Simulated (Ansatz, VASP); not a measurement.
Two plane-wave programs on AgCl

Contents of INCAR:

```
PREC = Accurate ; ENCUT = 630
EDIFF = 1E-6 ; ISMEAR = -1
SIGMA = 0.02 ; LREAL = False
LASPH = True ; NELM = 120
ALGO = Normal ; ISIF = 2
LWAVE = False ; LCHARG = True
GGA = PE ; LELF = True
LVHAR = True ; NBANDS = 20
GGA_COMPAT = False
```

The input KPOINTS:

```
regular mesh
0
Gamma
  8 8 8
```

POSCAR

```
AgCl
1.0
    3.4108681844      0.0000000000      0.0000000000
    0.0000000000      3.3955880382      0.0000000000
    0.0000000000      0.0000000000      3.3955880382
Ag Cl
1 1
Direct
    0.0000000000      0.0000000000      0.0000000000
    0.5000000000      0.5000000000      0.5000000000
```

Input for Ansatz:

```yaml
crystal:
  lattice:
    - [3.4108681844, 0.0, 0.0]
    - [0.0, 3.3955880382, 0.0]
    - [0.0, 0.0, 3.3955880382]
  atoms:
    - { symbol: Ag, position: [0.0, 0.0, 0.0] }
    - { symbol: Cl, position: [0.5, 0.5, 0.5] }
kpoints:
  mp_grid: { grid: [8, 8, 8] }
  band_path:
    path:
      - [0.0, 0.0, 0.0]
      - [0.0, 0.5, 0.0]
      - [0.5, 0.5, 0.0]
      - [0.5, 0.5, 0.5]
      - [0.5, 0.0, 0.0]
    npoints: 1
hamiltonian:
  xc: pbe
scf:
  occupations: { method: fermi_dirac, width: 0.02 }
  n_extra_bands: 4
output:
  forces: true
  stress: true
  eigenvalues: true
  write_density: true
  write_potential: true
  elf: true
  volumetric_format: npy
```

Change from the starting cell: uniaxial_x strain +0.5%.

Alike in both runs: task single point; functional PBE; k mesh 8 × 8 × 8; occupations fermi-dirac, width 0.02 eV; no spin polarisation.

```csv
,VASP,Ansatz
version,VASP 6.6.1,Ansatz 0.2.0
potentials or method,"VASP PAW PBE potentials, release 64 (Ag_sv_GW, Cl)","plane waves, PAW"
plane-wave cutoff (eV),630,420
valence electrons in the cell,26,26
```

```csv
,VASP,Ansatz,Ansatz less VASP
pressure (GPa),1.2,1.4,+0.12
"traceless stress, the component that is largest in VASP (GPa)",-0.15,-0.15,+0.001
```

The functional is the same, so the differences come from potentials, cutoffs and numerics.
